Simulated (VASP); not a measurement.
A run of VASP 6.6.1:

File INCAR:

```
SYSTEM = SiC
ALGO = Normal
EDIFF = 1E-7
ENCUT = 520
GGA = PE
ISIF = 2
ISMEAR = 0
LASPH = .TRUE.
LCHARG = .FALSE.
LREAL = .FALSE.
LWAVE = .FALSE.
NBANDS = 36
NELM = 80
PREC = Accurate
SIGMA = 0.02
```

Contents of KPOINTS:

```
k-points
0
G
  12 12 2
  0 0 0
```

Contents of POSCAR:

```
SiC
1.0
    1.5972659699     -2.7665632785      0.0000000000
    1.5972659699      2.7665632785      0.0000000000
    0.0000000000      0.0000000000     15.6787477839
Si C
6 6
Direct
    0.1666650116      0.8333349884      0.8577132543
    0.8333349884      0.1666650116      0.3577132543
    0.5000010261      0.4999989739      0.5244456547
    0.4999989739      0.5000010261      0.0244456547
    0.8333315827      0.1666684173      0.6912416608
    0.1666684173      0.8333315827      0.1912416608
    0.5000001753      0.4999998247      0.6498492250
    0.4999998247      0.5000001753      0.1498492250
    0.1666662210      0.8333337790      0.9826732194
    0.8333337790      0.1666662210      0.4826732194
    0.8333326234      0.1666673766      0.8162169858
    0.1666673766      0.8333326234      0.3162169858
```

Potentials or basis: VASP PAW PBE potentials, release 64 (Si, C).

Run with:

```bash
$ cat potpaw_PBE.64/Si/POTCAR potpaw_PBE.64/C/POTCAR > POTCAR
$ mpirun -np 1 vasp_std > vasp.out
```

Hardware: 1 thread of Oxide Virtual Turin-like Processor (shared host).

**Question.** How long does it take, and how much memory?

**Answer.** Run time: 10 min on 1 thread of Oxide Virtual Turin-like Processor, on a shared host, peak memory 0.41 GiB. Counts: scf iterations 16, k points 86.
